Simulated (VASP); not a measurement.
The system is Al.

```xyz
32
Lattice="7.4520 0.0000 0.0000 0.0000 7.4520 0.0000 0.0000 0.0000 7.4520" Properties=species:S:1:pos:R:3 pbc="T T T"
Al    0.0000    0.0000    0.0000
Al    0.0000    1.8630    1.8630
Al    1.8630    0.0000    1.8630
Al    1.8630    1.8630    0.0000
Al    0.0000    0.0000    3.7260
Al    0.0000    1.8630    5.5890
Al    1.8630    0.0000    5.5890
Al    1.8630    1.8630    3.7260
Al    0.0000    3.7260    0.0000
Al    0.0000    5.5890    1.8630
Al    1.8630    3.7260    1.8630
Al    1.8630    5.5890    0.0000
Al    0.0000    3.7260    3.7260
Al    0.0000    5.5890    5.5890
Al    1.8630    3.7260    5.5890
Al    1.8630    5.5890    3.7260
Al    3.7260    0.0000    0.0000
Al    3.7260    1.8630    1.8630
Al    5.5890    0.0000    1.8630
Al    5.5890    1.8630    0.0000
Al    3.7260    0.0000    3.7260
Al    3.7260    1.8630    5.5890
Al    5.5890    0.0000    5.5890
Al    5.5890    1.8630    3.7260
Al    3.7260    3.7260    0.0000
Al    3.7260    5.5890    1.8630
Al    5.5890    3.7260    1.8630
Al    5.5890    5.5890    0.0000
Al    3.7260    3.7260    3.7260
Al    3.7260    5.5890    5.5890
Al    5.5890    3.7260    5.5890
Al    5.5890    5.5890    3.7260
```

```yaml
Program: VASP 6.6.1
Task: relaxation of cell and atoms
Functional: PBE
Potentials_or_basis: VASP PAW PBE potentials, release 64 (Al)
Cutoff: 600 eV
k_mesh: 2 × 2 × 2
Occupations: fermi-dirac, width 0.025 eV
Spin: no spin polarisation
```

At the start: pressure 32.1 GPa; volume 12.93 Å³/atom.

Question: Where does the relaxation end?

Answer: Over 4 steps the energy falls by 276.7 meV/atom and the volume is 16.70 Å³/atom (+29.1 %); space group Fm-3m (No. 225, to 0.1 Å) before and after.

The path:
| step | energy change (eV) | largest force (eV/Å) | pressure (GPa) | volume (Å³) |
| --- | --- | --- | --- | --- |
| 1 | 0.0000 | 0.0000 | 32.06 | 413.83 |
| 2 | -7.7153 | 0.0000 | -6.19 | 588.97 |
| 3 | -8.8187 | 0.0000 | 1.15 | 525.71 |
| 4 | -8.8547 | 0.0000 | 0.07 | 534.41 |

Final structure:
```
Al
1.0
     8.11508    0.00000    0.00000
     0.00000    8.11508    0.00000
     0.00000    0.00000    8.11508
Al
32
Cartesian
  8.1151 0.0000 8.1151
  8.1151 2.0288 2.0288
  2.0288 0.0000 2.0288
  2.0288 2.0288 8.1151
  0.0000 0.0000 4.0575
  8.1151 2.0288 6.0863
  2.0288 8.1151 6.0863
  2.0288 2.0288 4.0575
  0.0000 4.0575 8.1151
  8.1151 6.0863 2.0288
  2.0288 4.0575 2.0288
  2.0288 6.0863 8.1151
  8.1151 4.0575 4.0575
  0.0000 6.0863 6.0863
  2.0288 4.0575 6.0863
  2.0288 6.0863 4.0575
  4.0575 8.1151 8.1151
  4.0575 2.0288 2.0288
  6.0863 0.0000 2.0288
  6.0863 2.0288 0.0000
  4.0575 0.0000 4.0575
  4.0575 2.0288 6.0863
  6.0863 0.0000 6.0863
  6.0863 2.0288 4.0575
  4.0575 4.0575 0.0000
  4.0575 6.0863 2.0288
  6.0863 4.0575 2.0288
  6.0863 6.0863 8.1151
  4.0575 4.0575 4.0575
  4.0575 6.0863 6.0863
  6.0863 4.0575 6.0863
  6.0863 6.0863 4.0575
```

Caveat: the k points lie up to 0.39 Å⁻¹ apart in the final cell, too coarse for converged energies and pressures of a metal; the volume moved by over 15 % at a fixed basis, so the end points are rough.
